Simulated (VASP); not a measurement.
A run of VASP 6.6.1:

INCAR

```
ALGO = Normal
EDIFF = 1E-7
ENCUT = 520
GGA = PS
ISIF = 2
ISMEAR = -1
LASPH = T
LCHARG = T
LELF = T
LREAL = F
LVHAR = T
LWAVE = F
NBANDS = 14
NELM = 60
PREC = Accurate
SIGMA = 0.05
```

Contents of KPOINTS:

```
k-points
0
Gamma
  8 8 8
```

The input POSCAR:

```
NaCl
1.0
    3.0118414485      0.0000000000      0.0000000000
    0.0000000000      3.0118414485      0.0000000000
    0.0000000000      0.0000000000      3.0118414485
Cl Na
1 1
Direct
    0.5000000000      0.5000000000      0.5000000000
    0.0000000000      0.0000000000      0.0000000000
```

Potentials or basis: VASP PAW PBE potentials, release 64 (Cl, Na_pv).

Command:

```console
$ cat potpaw_PBE.64/Cl/POTCAR potpaw_PBE.64/Na_pv/POTCAR > POTCAR
$ mpirun -np 1 vasp_std > vasp.out
```

Hardware: 1 thread of Intel(R) Xeon(R) 6975P-C (Granite Rapids), on a shared host.

Question: How long does it take, and how much memory?

Answer: Wall time 3.9 s on 1 thread of Intel(R) Xeon(R) 6975P-C (Granite Rapids), with other jobs on the host, peak memory 0.14 GiB. Counts: scf iterations 12, k points 35.
